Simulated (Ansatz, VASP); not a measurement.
GeN: VASP beside Ansatz

```
CELL_PARAMETERS angstrom
0.00000 2.91420 2.91420
2.91420 0.00000 2.91420
2.91420 2.91420 0.00000
ATOMIC_POSITIONS crystal
Ge 0.00000 0.00000 0.00000
Ge 0.25000 0.25000 0.25000
N 0.50000 0.50000 0.50000
N 0.75000 0.75000 0.75000
```

Alike in both runs: functional PBE; k mesh 14 × 14 × 14; occupations gaussian, width 0.1 eV; no spin polarisation.

Ansatz relaxed the structure, and its values are those at the end. VASP's run is a single point on that final structure, the one shown.

```csv
,VASP,Ansatz
version,VASP 6.6.1,Ansatz 0.2.0
potentials or method,"VASP PAW PBE potentials, release 64 (Ge_d, N), cutoff 520 eV","scalar-relativistic, plane waves, PAW"
valence electrons in the cell,38,38
```

|  | VASP | Ansatz | Ansatz less VASP |
| --- | --- | --- | --- |
| gap on the k mesh at the Fermi level (eV) | none | none | - |
| pressure (GPa) | 0.0 | 0.0 | -0.02 |

A gap of «none» marks a metal or a gap that the smearing closes.
